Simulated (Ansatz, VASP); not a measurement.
## One calculation of TaN, two programs

```xyz
2
Lattice="2.9066 0.0000 0.0000 -1.4533 2.5171 0.0000 0.0000 0.0000 2.8515" Properties=species:S:1:pos:R:3 pbc="T T T"
Ta    0.0000    0.0000    1.4257
N     1.4533    0.8390    0.0000
```

Alike in both runs: functional LDA; k mesh 18 × 18 × 14; occupations gaussian, width 0.1 eV; no spin polarisation.

Ansatz relaxed the structure, and its values are those at the end. VASP's run is a single point on that final structure, the one shown.

|  | VASP | Ansatz |
| --- | --- | --- |
| version | VASP 6.6.1 | Ansatz 0.2.0 |
| potentials or method | VASP PAW LDA potentials, release 64 (Ta_pv, N), cutoff 520 eV | scalar-relativistic, plane waves, PAW |
| valence electrons in the cell | 16 | 18 |

VASP gave:

```
gap on the k mesh at the Fermi level (eV) : none
pressure (GPa)                            : 2.0
```

Q: Estimate Ansatz's values.

A: gap on the k mesh at the Fermi level (eV): none; pressure (GPa): 0.0.

Ansatz warns that its potentials were made for another functional, while VASP's fit it. LDA's correlation is that of Perdew and Zunger in VASP and of Perdew and Wang (1992) in Ansatz. A gap of «none» marks a metal or a gap that the smearing closes. VASP's potentials hold 16 valence electrons a cell and Ansatz's 18, so a difference there can come from the potentials and not from the codes.

Neither program's run includes spin-orbit coupling.
